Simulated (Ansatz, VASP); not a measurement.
# Two plane-wave programs on Pd

The input INCAR:

```
SYSTEM = Pd
PREC = Accurate
ENCUT = 520
EDIFF = 1E-6
ISMEAR = -1
SIGMA = 0.05
LREAL = .FALSE.
LASPH = .TRUE.
NELM = 150
ALGO = Normal
ISIF = 2
LWAVE = .FALSE.
LCHARG = .TRUE.
ISPIN = 2
MAGMOM = -0.467 -0.467
LORBIT = 11
LMAXMIX = 4
GGA = PS
LELF = .TRUE.
LVHAR = .TRUE.
NBANDS = 21
```

Contents of KPOINTS:

```
Automatic mesh
0
G
  11 11 11
  0 0 0
```

Contents of POSCAR:

```
Pd
1.0
    0.0000000000      2.7656469712      2.7656469712
    2.7656469712      0.0000000000      2.7656469712
    2.7656469712      2.7656469712      0.0000000000
Pd
2
Direct
    0.1250000000      0.1250000000      0.1250000000
    0.8750000000      0.8750000000      0.8750000000
```

Input for Ansatz:

```yaml
crystal:
  lattice:
    - [0.0, 2.7656469712, 2.7656469712]
    - [2.7656469712, 0.0, 2.7656469712]
    - [2.7656469712, 2.7656469712, 0.0]
  atoms:
    - { symbol: Pd, position: [0.125, 0.125, 0.125], spin: -0.467 }
    - { symbol: Pd, position: [0.875, 0.875, 0.875], spin: -0.467 }
hamiltonian:
  xc: pbesol
  pseudopotentials:
    kind: paw
    azcp:
      Pd: "pseudopotentials/Pd.paw.azcp"
basis:
  ecutwfc: 420
  fft_grid_basis: typed
kpoints:
  mp_grid: { grid: [11, 11, 11], shift: [0, 0, 0] }
magnetization:
  spin_polarized: true
scf:
  occupations: { method: fermi_dirac, width: 0.05 }
  lower_state_search: "off"
output:
  stress: true
  write_density: true
  write_potential: true
  elf: true
  volumetric_format: npy
```

Alike in both runs: task single point; functional PBEsol; k mesh 11 × 11 × 11; occupations fermi-dirac, width 0.05 eV; collinear spin.

|  | VASP | Ansatz |
| --- | --- | --- |
| version | VASP 6.6.1 | Ansatz 0.2.0 |
| potentials or method | VASP PAW PBE potentials, release 64 (Pd), cutoff 520 eV | plane waves (420 eV) with PAW, scalar-relativistic |
| valence electrons in the cell | 20 | 36 |

Ansatz gave:

```
pressure (GPa)                                                : 8.7
net moment per atom (μB)                                      : 0.49
size of the moment on the site where the two differ most (μB) : 0.47
```

Task: Estimate VASP's values.

Result: Pressure (GPa): 7.9; net moment per atom (μB): 0.49; size of the moment on the site where the two differ most (μB): 0.48.

VASP's potentials were made for PBE, not for PBEsol, and Ansatz warns of the same on its side. Site moments also hang on the region over which each program counts them. VASP's potentials hold 20 valence electrons a cell and Ansatz's 36, so a difference there can come from the potentials and not from the codes.
